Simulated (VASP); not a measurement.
Here is a VASP 6.6.1 calculation.

INCAR

```
PREC = Accurate
ENCUT = 520
EDIFF = 1E-7
ISMEAR = 0
SIGMA = 0.05
LREAL = F
LASPH = T
NELM = 80
ALGO = Normal
ISIF = 2
LWAVE = F
LCHARG = F
NBANDS = 15
```

Contents of KPOINTS:

```
regular mesh
0
Gamma
  6 6 6
```

The input POSCAR:

```
KCl
1.0
    3.8391960000      0.0000000000      0.0000000000
    0.0000000000      3.8008040400      0.0000000000
    0.0000000000      0.0000000000      3.8391960000
K Cl
1 1
Direct
    0.0000000000      0.0000000000      0.0000000000
    0.5000000000      0.5000000000      0.5000000000
```

Potentials or basis: VASP PAW LDA potentials, release 64 (K_sv, Cl).

Run with:

```sh
$ cat potpaw_LDA.64/K_sv/POTCAR potpaw_LDA.64/Cl/POTCAR > POTCAR
$ mpirun -np 1 vasp_std > vasp.out
```

(1) Estimate the band gap on the k mesh.

(2) Estimate the pressure.

Results:

(1) 4.38 eV (least direct gap 4.59 eV).

(2) -3.0 GPa.

Caveat: the cell differs from its parent crystal (strain -0.0100 x Voigt [0, 1, 0, 0, 0, 0]); the cell stands under tension.
